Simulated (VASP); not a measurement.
The system is La2Y2O.

```
La Y O
1.0
     4.85000    0.00000    0.00000
     0.00000    4.85000    0.00000
     0.00000    0.00000    4.85000
La Y O
2 2 1
Direct
  0.50000 0.50000 0.00000
  0.00000 0.00000 0.00000
  0.00000 0.50000 0.50000
  0.50000 0.00000 0.50000
  0.50000 0.50000 0.50000
```

- Program: VASP 6.6.1
- Task: relaxation of cell and atoms
- Functional: PBE
- Potentials or basis: VASP PAW PBE potentials, release 64 (La, Y_sv, O)
- Cutoff: 600 eV
- k mesh: 4 × 4 × 4
- Occupations: gaussian, width 0.2 eV
- Spin: no spin polarisation

At the start: pressure 8.9 GPa; volume 22.82 Å³/atom.

Question: Where does the relaxation end?

Answer: Over 7 steps the energy falls by 117.6 meV/atom and the volume is 26.22 Å³/atom (+14.9 %); space group P4/mmm (No. 123, to 0.1 Å) before and after.

The path:
```
step  energy change (eV)  largest force (eV/Å)  pressure (GPa)  volume (Å³)
   1              0.0000                0.0000            8.93       114.08
   2             -0.4731                0.0000           -2.20       136.29
   3             -0.4985                0.0000           -0.51       131.51
   4             -0.4985                0.0000           -0.65       131.88
   5             -0.5431                0.0000           -0.38       130.96
   6             -0.5848                0.0000            0.62       128.82
   7             -0.5882                0.0000           -0.24       131.10
```

Final structure:
```cif
data_structure
_symmetry_space_group_name_H-M 'P 1'
_symmetry_Int_Tables_number 1
_cell_length_a 4.8587
_cell_length_b 4.8587
_cell_length_c 5.5535
_cell_angle_alpha 90.000
_cell_angle_beta 90.000
_cell_angle_gamma 90.000
_cell_volume 131.10
loop_
_atom_site_label
_atom_site_type_symbol
_atom_site_fract_x
_atom_site_fract_y
_atom_site_fract_z
_atom_site_occupancy
La1 La 0.50000 0.50000 0.00000 1
La2 La 0.00000 0.00000 0.00000 1
Y1 Y 0.00000 0.50000 0.50000 1
Y2 Y 0.50000 0.00000 0.50000 1
O1 O 0.50000 0.50000 0.50000 1
```
